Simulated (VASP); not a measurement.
Wanted: the native input for a VASP 6.6.1 run.

```
Task                   : single point
Functional             : PBE
Potentials or basis    : VASP PAW PBE potentials, release 64 (W_sv, S)
Cutoff                 : 520 eV
k mesh                 : 18 × 18 × 18
Occupations            : gaussian, width 0.1 eV
Spin                   : no spin polarisation
Dipole correction      : no
Further INCAR settings : ALGO = Normal; EDIFF = 1e-06; NBANDS = 24
```

The structure of W2S lies in POSCAR:

```
W2S
1.0
    1.5429026797      0.8907952775      5.4659899573
   -1.5429026797      0.8907952775      5.4659899573
    0.0000000000     -1.7815905549      5.4659899573
W S
2 1
Direct
    0.2319432623      0.2319432623      0.2319432623
    0.4336114222      0.4336114222      0.4336114222
    0.0011453155      0.0011453155      0.0011453155
```

One way to write it, as run:

INCAR

```
PREC     = Accurate       # precision mode
ENCUT    = 520            # plane-wave cutoff, eV
EDIFF    = 1E-6           # SCF threshold, eV
ISMEAR   = 0              # smearing method
SIGMA    = 0.1            # smearing width, eV
LREAL    = False          # projectors in reciprocal space
LASPH    = True           # aspherical terms in the spheres
NELM     = 80             # most SCF steps
ALGO     = Normal         # electronic algorithm
ISIF     = 2              # what is computed and relaxed
LWAVE    = False          # write WAVECAR
LCHARG   = False          # write CHGCAR
GGA      = PE             # functional
NBANDS   = 24             # bands
```

KPOINTS

```
regular mesh
0
Gamma
  18 18 18
```

Potentials or basis: VASP PAW PBE potentials, release 64 (W_sv, S).

Launch:

```bash
$ cat potpaw_PBE.64/W_sv/POTCAR potpaw_PBE.64/S/POTCAR > POTCAR
$ mpirun -np 1 vasp_std > vasp.out
```

It gave:

- Pressure: 0.4 GPa
- Largest force: 0.032 eV/Å
- Band gap on the k mesh: zero (bands 17 and 18 overlap by 2.02 eV)

Caveat: spin-orbit coupling is left out, which moves the levels of the heavy elements.

It took 26 min on 1 thread of Intel(R) Xeon(R) Platinum 8259CL CPU @ 2.50GHz (Skylake/Cascade Lake), with other jobs on the host, peak memory 0.72 GiB.
